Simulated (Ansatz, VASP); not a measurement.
# One calculation of MgO, two programs

```
CELL_PARAMETERS angstrom
3.48638 0.00000 0.00000
-1.74319 3.01929 0.00000
0.00000 0.00000 4.17804
ATOMIC_POSITIONS crystal
Mg 0.66667 0.33333 0.75000
Mg 0.33333 0.66667 0.25000
O 0.66667 0.33333 0.25000
O 0.33333 0.66667 0.75000
```

Alike in both runs: task single point; functional LDA; k mesh 6 × 6 × 4; no spin polarisation.

```csv
,VASP,Ansatz
version,VASP 6.6.1,Ansatz 0.2.0
potentials or method,"VASP PAW LDA potentials, release 64 (Mg, O), cutoff 520 eV","plane waves, PAW"
occupations,"gaussian, width 0.01 eV",fixed
valence electrons in the cell,16,32
```

```csv
,VASP,Ansatz,Ansatz less VASP
gap on the k mesh at the Fermi level (eV),3.33,3.34,+0.005
```

LDA's correlation is that of Perdew and Zunger in VASP and of Perdew and Wang (1992) in Ansatz. VASP's potentials hold 16 valence electrons a cell and Ansatz's 32, so a difference there can come from the potentials and not from the codes.
